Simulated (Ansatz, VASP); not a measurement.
## Ti in VASP and in Ansatz

```
Ti
1.0
     0.00000    2.06045    2.09090
     2.06045    0.00000    2.09090
     2.06045    2.06045    0.00000
Ti
1
Direct
  0.00000 0.00000 0.00000
```

Change from the starting cell: strain +0.015 along x and y, +0.030 along z, atoms carried along.

Alike in both runs: task single point; functional PBEsol; k mesh 10 × 10 × 10; occupations gaussian, width 0.15 eV; no spin polarisation.

|  | VASP | Ansatz |
| --- | --- | --- |
| version | VASP 6.6.1 | Ansatz 0.2.0 |
| potentials or method | VASP PAW PBE potentials, release 64 (Ti_sv), cutoff 520 eV | scalar-relativistic, plane waves, PAW |
| valence electrons in the cell | 12 | 12 |

|  | VASP | Ansatz | Ansatz less VASP |
| --- | --- | --- | --- |
| gap on the k mesh at the Fermi level (eV) | none | none | - |
| pressure (GPa) | -6.6 | -6.4 | +0.20 |
| traceless stress, the component that is largest in VASP (GPa) | -0.38 | -0.38 | +0.001 |

VASP's potentials were made for PBE, not for PBEsol. A gap of «none» marks a metal or a gap that the smearing closes. The functional is the same, so the differences come from potentials, cutoffs and numerics.
